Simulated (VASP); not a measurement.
# ZnO (P6_3/mmc) in VASP: single point with PBEsol

Aim: the single point of ZnO with PBEsol.

All numbers are computed with VASP 6.6.1; they aren't measurements. Logs are shortened: lines on timing, memory, paths and dates and some standing lists are left out, and cuts for length are marked.

### Step 1. The cell of the first run

It takes space group P6_3/mmc (No. 194, hexagonal). Conventional cell: a = 3.310 Å, b = 3.310 Å, c = 7.178 Å, α = 90.00°, β = 90.00°, γ = 120.00°. Zn (site symmetry -6m2) has 3 O at 1.91 Å within 2.5 Å. Within 2.5 Å of O (site symmetry -6m2) lie 3 Zn at 1.91 Å.

### Step 2. Single point, PBEsol

The input, INCAR:

```
ALGO = Normal ; EDIFF = 1E-7
ENCUT = 520 ; GGA = PS
ISIF = 2 ; ISMEAR = -1
LASPH = T ; LCHARG = F
LREAL = F ; LWAVE = F
NBANDS = 26 ; NELM = 100
PREC = Accurate ; SIGMA = 0.05
```

The input, KPOINTS:

```
k-points
0
Gamma
  9 9 4
```

The input, POSCAR:

```
ZnO
1.0
    3.3097424102      0.0000000000      0.0000000000
   -1.6548712051      2.8663210072      0.0000000000
    0.0000000000      0.0000000000      7.1776641921
Zn O
2 2
Direct
    0.0000000000      0.0000000000      0.2500000000
    0.0000000000      0.0000000000      0.7500000000
    0.6666666667      0.3333333333      0.7500000000
    0.3333333333      0.6666666667      0.2500000000
```

Potentials or basis: VASP PAW PBE potentials, release 64 (Zn, O).

The run is started by

```
$ cat potpaw_PBE.64/Zn/POTCAR potpaw_PBE.64/O/POTCAR > POTCAR
$ mpirun -np 1 vasp_std > vasp.out
```

OUTCAR:

```text
EDIFF = 1E-7
   ENCUT = 520
   GGA = PS
   ISIF = 2
   ISMEAR = -1
   LASPH = T
   LREAL = F
   NELM = 100
   PREC = Accurate

 ion  position               nearest neighbor table
   1  0.000  0.000  0.250-   4 1.91   4 1.91   4 1.91
   2  0.000  0.000  0.750-   3 1.91   3 1.91   3 1.91
   3  0.667  0.333  0.750-   2 1.91   2 1.91   2 1.91
   4  0.333  0.667  0.250-   1 1.91   1 1.91   1 1.91

  LATTYP: Found a hexagonal cell.
 ALAT       =     3.3097424102
 C/A-ratio  =     2.1686473757

  Lattice vectors:

 A1 = (   3.3097424102,   0.0000000000,   0.0000000000)
 A2 = (  -1.6548712051,   2.8663210072,   0.0000000000)
 A3 = (   0.0000000000,   0.0000000000,   7.1776641921)

Analysis of symmetry for initial positions (statically):
=====================================================================
 Subroutine PRICEL returns:
 Original cell was already a primitive cell.

 Routine SETGRP: Setting up the symmetry group for a
 hexagonal supercell.

 Subroutine GETGRP returns: Found 24 space group operations
 (whereof 12 operations were pure point group operations)
 out of a pool of 24 trial point group operations.

The static configuration has the point symmetry D_3d.
 The point group associated with its full space group is D_6h.

Analysis of symmetry for dynamics (positions and initial velocities):
=====================================================================
 Subroutine PRICEL returns:
 Original cell was already a primitive cell.

 Routine SETGRP: Setting up the symmetry group for a
 hexagonal supercell.

 Subroutine GETGRP returns: Found 24 space group operations
 (whereof 12 operations were pure point group operations)
 out of a pool of 24 trial point group operations.

The dynamic configuration has the point symmetry D_3d.
 The point group associated with its full space group is D_6h.

 Subroutine INISYM returns: Found 24 space group operations
 (whereof 12 operations are pure point group operations),
 and found     1 'primitive' translations

----------------------------------------------------------------------------------------

                                     Primitive cell
[... 83 lines left out ...]
   NGX,Y,Z   is equivalent  to a cutoff of  14.06, 14.06, 12.51 a.u.
   NGXF,Y,Z  is equivalent  to a cutoff of  28.13, 28.13, 25.01 a.u.
 SYSTEM =  unknown system
   PREC   = accura    normal or accurate (medium, high low for compatibility)
   ISTART =      0    job   : 0-new  1-cont  2-samecut
   ICHARG =      2    charge: 1-file 2-atom 10-const
   ISPIN  =      1    spin polarized calculation?
   LNONCOLLINEAR =      F non collinear calculations
   LSORBIT =      F    spin-orbit coupling
   LASPH  =      T    aspherical Exc in radial PAW
   ENCUT  =  520.0 eV  38.22 Ry    6.18 a.u.   6.15  6.15 13.35*2*pi/ulx,y,z
   NELM   =    100;   NELMIN=  2; NELMDL= -5     # of ELM steps
   EDIFF  = 0.1E-06   stopping-criterion for ELM
   LREAL  =      F    real-space projection
   EDIFFG = 0.1E-05   stopping-criterion for IOM
   NSW    =      0    number of steps for IOM
   IBRION =     -1    ionic relax: 0-MD 1-quasi-New 2-CG
   NFREE  =      0    steps in history (QN), initial steepest desc. (CG)
   ISIF   =      2    stress and relaxation
   ISYM   =      2    0-nonsym 1-usesym 2-fastsym
   POTIM  = 0.5000    time-step for ionic-motion
   TEBEG  =    0.0;   TEEND  =   0.0 temperature during run
   PSTRESS=    0.0 pullay stress
   NELECT =      36.0000    total number of electrons
   NUPDOWN=      -1.0000    fix difference up-down
   EMIN   =  10.00;   EMAX   =-10.00  energy-range for DOS
   EFERMI =   0.00;   METHOD = LEGACY
   ISMEAR =    -1;   SIGMA  =   0.05  broadening in eV -4-tet -1-fermi 0-gaus
   EFERMI_NEDOS =   21; number of points for ismear=-14 and -15
   IALGO  =     38    algorithm
   IMIX   =      4    mixing-type and parameters
     AMIX     =   0.40;   BMIX     =  1.00
     AMIX_MAG =   1.60;   BMIX_MAG =  1.00
  volume/ion in A,a.u.               =      17.02       114.88
  Fermi-wavevector in a.u.,A,eV,Ry     =   1.323757  2.501538 23.841933  1.752333
  Thomas-Fermi vector in A             =   2.453342
   LORBIT       =      0    0 simple, 1 ext, 2 COOP (PROOUT), +10 PAW based schemes
   GGA     = PS    functional components
   LHFCALC =     F    Hartree Fock is set to
   AEXX    =    0.0000 exact exchange contribution
   IVDW    =     0    specifies the selected vdW correction
   LEPSILON=     F    determine dielectric tensor
   LRPA    =     F    only Hartree local field effects (RPA)
 non-spin polarized calculation
  energy-cutoff  :      520.00
  volume of cell :       68.09
 maximum number of plane-waves:      1874
 NGX is ok and might be reduce to    28
   NGX = 13   NGY = 13   NGZ = 27

 number of electron      36.0000008 magnetization

 Free energy of the ion-electron system (eV)
  ---------------------------------------------------
  ext. energy  EPLUGINS =         0.00000000
  ---------------------------------------------------
  free energy    TOTEN  =       -18.23178000 eV

  energy without entropy =      -18.23176853  energy(sigma->0) =      -18.23177426

 E-fermi :  -0.6141     XC(G=0):  -9.0801

 val. band max:       -1.0589565327   @ k =   0.0000   0.0000   0.0000
 cond. band min:      -0.3068143595   @ k =   0.0000   0.0000   0.0000
 fundamental gap:      0.7521421732
 Fermi energy:        -0.6141177761

 k-point     1 :       0.0000    0.0000    0.0000
  band No.  band energies     occupation
      1     -18.3080      2.00000
      2     -18.2295      2.00000
      3      -7.0771      2.00000
      4      -7.0771      2.00000
      5      -7.0631      2.00000
      6      -7.0631      2.00000
[... 685 lines left out ...]
     25       8.6125      0.00000
     26       9.0935      0.00000

 [... further k-points ...]
[... 5 lines left out ...]
  --------------------------------------------------------------------------------------
  -------------------------------------------------------------------------------------
  Total       -3.2620739     -3.2620739     -0.3720975      0.0000000      0.0000000     -0.0000000
  in kB      -76.7542127    -76.7542127     -8.7551815      0.0000000      0.0000000     -0.0000000
  external PRESSURE =     -54.0878690 kB  Pullay stress =       0.0000000 kB

 VOLUME and BASIS-vectors are now :
 -----------------------------------------------------------------------------
  energy-cutoff  :      520.00
  volume of cell :       68.09
      direct lattice vectors                 reciprocal lattice vectors
     3.309742410  0.000000000  0.000000000     0.302138317  0.174439638  0.000000000
    -1.654871205  2.866321007  0.000000000     0.000000000  0.348879277  0.000000000
     0.000000000  0.000000000  7.177664192     0.000000000  0.000000000  0.139321090

 POSITION                                       TOTAL-FORCE (eV/Angst)
 -----------------------------------------------------------------------------------
      0.00000      0.00000      1.79442        -0.000000     -0.000000     -0.000000
      0.00000      0.00000      5.38325         0.000000      0.000000      0.000000
      1.65487      0.95544      5.38325        -0.000000      0.000000      0.000000
     -0.00000      1.91088      1.79442         0.000000     -0.000000     -0.000000
 -----------------------------------------------------------------------------------
    total drift:                                0.000000     -0.000000      0.000000

  FREE ENERGIE OF THE ION-ELECTRON SYSTEM (eV)
  ---------------------------------------------------
  free  energy   TOTEN  =       -18.2317799960 eV

  energy  without entropy=      -18.2317685331  energy(sigma->0) =      -18.23177426
```

OSZICAR:

```text
N       E                     dE             d eps       ncg     rms          rms(c)
DAV:   1     0.295749409767E+03    0.29575E+03   -0.17841E+04  1872   0.177E+03
DAV:   2     0.149807087393E+02   -0.28077E+03   -0.26199E+03  1996   0.383E+02
DAV:   3    -0.210606651543E+02   -0.36041E+02   -0.35616E+02  2140   0.141E+02
DAV:   4    -0.218437748262E+02   -0.78311E+00   -0.78172E+00  2132   0.223E+01
DAV:   5    -0.218484188204E+02   -0.46440E-02   -0.46430E-02  2088   0.168E+00    0.147E+01
DAV:   6    -0.181403658429E+02    0.37081E+01   -0.94556E+00  3192   0.724E+01    0.883E+00
DAV:   7    -0.182995195288E+02   -0.15915E+00   -0.30883E+00  1994   0.170E+01    0.539E+00
DAV:   8    -0.183032139182E+02   -0.36944E-02   -0.89727E-01  2274   0.725E+00    0.199E+00
DAV:   9    -0.182288815785E+02    0.74332E-01   -0.17821E-01  2638   0.618E+00    0.451E-01
DAV:  10    -0.182313866081E+02   -0.25050E-02   -0.49880E-02  1918   0.155E+00    0.130E-01
DAV:  11    -0.182317509385E+02   -0.36433E-03   -0.74524E-04  1996   0.454E-01    0.636E-02
DAV:  12    -0.182317717959E+02   -0.20857E-04   -0.28856E-04  2492   0.382E-01    0.180E-02
DAV:  13    -0.182317892007E+02   -0.17405E-04   -0.53293E-05  2560   0.104E-01    0.267E-02
DAV:  14    -0.182317799612E+02    0.92395E-05   -0.30158E-05  2642   0.523E-02    0.392E-03
DAV:  15    -0.182317801662E+02   -0.20499E-06   -0.53408E-06  1944   0.189E-02    0.178E-03
DAV:  16    -0.182317800504E+02    0.11578E-06   -0.91640E-08  1512   0.448E-03    0.150E-03
DAV:  17    -0.182317799960E+02    0.54413E-07   -0.52155E-08  1036   0.310E-03
   1 F= -.18231780E+02 E0= -.18231774E+02  d E =-.114629E-04
```

stdout:

```text
POSCAR found type information on POSCAR ZnO
 POSCAR found :  2 types and       4 ions
 scaLAPACK will be used
 -----------------------------------------------------------------------------
|                                                                             |
|                                                                             |
|     You enforced a specific xc type in the INCAR file but a different       |
|     I HOPE YOU KNOW WHAT YOU ARE DOING!                                     |
|                                                                             |
 -----------------------------------------------------------------------------

 LDA part: xc-table for (Slater+PW92), standard interpolation
 POSCAR, INCAR and KPOINTS ok, starting setup
 FFT: planning ... GRIDC
 FFT: planning ... GRID_SOFT
 FFT: planning ... GRID
 WAVECAR not read
 entering main loop
```

It took 80 s on 1 thread of Intel Xeon 6975P-C, shared host; peak memory 0.22 GiB.

What came out:

| Item | Value |
| --- | --- |
| Free energy | -18.2318 eV |
| Pressure | -5.4 GPa |
| Band gap on the k mesh | 0.75 eV, direct |

Stress tensor (GPa, compression positive):
```
-7.68  0.00  0.00
 0.00 -7.68  0.00
 0.00  0.00 -0.88
```

Levels at points of the mesh, in eV from the valence-band top:
```tsv
k point	band 14	band 15	band 16	band 17	band 18	band 19	band 20	band 21	band 22	band 23
(0.00, 0.00, 0.00)	-1.64	-0.01	-0.01	0.00	0.00	0.75	3.22	5.11	10.79	10.88
(0.00, 0.00, 0.50)	-2.43	0.00	0.00	0.00	0.00	1.85	1.85	7.14	7.14	12.95
```

Caveat: the PAW data sets were made with another functional, which shifts forces and pressure a little.
